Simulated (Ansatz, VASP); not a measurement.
# Two plane-wave programs on W

POSCAR

```
W
1.0
   -1.5848038465      1.5848038465      1.5848038465
    1.5848038465     -1.5848038465      1.5848038465
    1.5848038465      1.5848038465     -1.5848038465
W
1
Direct
    0.0000000000      0.0000000000      0.0000000000
```

The input INCAR.step1:

```
SYSTEM = W
PREC = Accurate
ENCUT = 520
ISMEAR = 0
SIGMA = 0.1
LREAL = .False.
LASPH = .True.
NELM = 60
NBANDS = 13
GGA = PE
ALGO = Normal
EDIFF = 1E-4
LWAVE = .True.
LCHARG = .False.
```

INCAR.step2

```
SYSTEM = W
PREC = Accurate
ENCUT = 520
EDIFF = 1E-6
ISMEAR = 0
SIGMA = 0.1
LREAL = .False.
LASPH = .True.
NELM = 60
ALGO = Normal
ISIF = 2
LWAVE = .False.
LCHARG = .False.
METAGGA = R2SCAN
LMIXTAU = .True.
NBANDS = 13
ISTART = 1
```

KPOINTS

```
regular mesh
0
Gamma
  14 14 14
  0 0 0
```

Input for Ansatz:

```yaml
crystal:
  lattice:
    - [-1.5848038465, 1.5848038465, 1.5848038465]
    - [1.5848038465, -1.5848038465, 1.5848038465]
    - [1.5848038465, 1.5848038465, -1.5848038465]
  atoms:
    - { symbol: W, position: [0.0, 0.0, 0.0] }
hamiltonian:
  xc: r2scan
  pseudopotentials:
    kind: paw
    azcp:
      W: "pseudopotentials/W.paw.azcp"
basis:
  ecutwfc: 500
  fft_grid_basis: typed
kpoints:
  mp_grid: { grid: [14, 14, 14], shift: [0, 0, 0] }
magnetization:
  spin_polarized: false
scf:
  occupations: { method: gaussian, width: 0.1 }
  lower_state_search: "off"
output:
  stress: true
  write_density: true
  write_potential: true
  elf: true
  volumetric_format: npy
```

Alike in both runs: task single point; functional r2SCAN; k mesh 14 × 14 × 14; occupations gaussian, width 0.1 eV; no spin polarisation.

```csv
,VASP,Ansatz
version,VASP 6.6.1,Ansatz 0.2.0
potentials or method,"VASP PAW PBE potentials, release 64 (W_sv), cutoff 520 eV","plane waves (500 eV) with PAW, scalar-relativistic"
valence electrons in the cell,14,14
```

Ansatz gave:

| Property | Result |
| --- | --- |
| pressure (GPa) | 0.2 |

**Question.** What did VASP give for the same quantities?

**Answer.** Pressure (GPa): 1.4.

VASP's potentials were made for PBE, not for r2SCAN. With one functional, cell and mesh, what is left measures potentials, basis and numerics.

Spin-orbit coupling is off throughout.
